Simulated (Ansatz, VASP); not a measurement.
# Si3Br: VASP beside Ansatz

```xyz
8
Lattice="1.9522 1.1271 14.9181 -1.9522 1.1271 14.9181 0.0000 -2.2543 14.9181" Properties=species:S:1:pos:R:3 pbc="T T T"
Si    0.0000    0.0000    3.5008
Si    0.0000    0.0000   17.6722
Si    0.0000    0.0000   15.3022
Si    0.0000    0.0000   29.4522
Si    0.0000    0.0000   41.2536
Si    0.0000    0.0000   27.0822
Br    0.0000    0.0000    5.7454
Br    0.0000    0.0000   39.0089
```

Alike in both runs: functional PBE; k mesh 5 × 5 × 5; occupations gaussian, width 0.2 eV; no spin polarisation.

Ansatz relaxed the structure, and its values are those at the end. VASP's run is a single point on that final structure, the one shown.

```csv
,VASP,Ansatz
version,VASP 6.6.1,Ansatz 0.2.0
potentials or method,"VASP PAW PBE potentials, release 64 (Si, Br), cutoff 520 eV","scalar-relativistic, plane waves, PAW"
valence electrons in the cell,38,38
```

|  | VASP | Ansatz | Ansatz less VASP |
| --- | --- | --- | --- |
| gap on the k mesh at the Fermi level (eV) | 0.93 | 0.92 | -0.002 |
| least direct gap on the mesh (eV) | 1.31 | 1.31 | -0.003 |
| pressure (GPa) | 0.1 | 0.2 | +0.05 |
| rms of the force components (eV/Å) | 0.020 | 0.019 | -0.0002 |
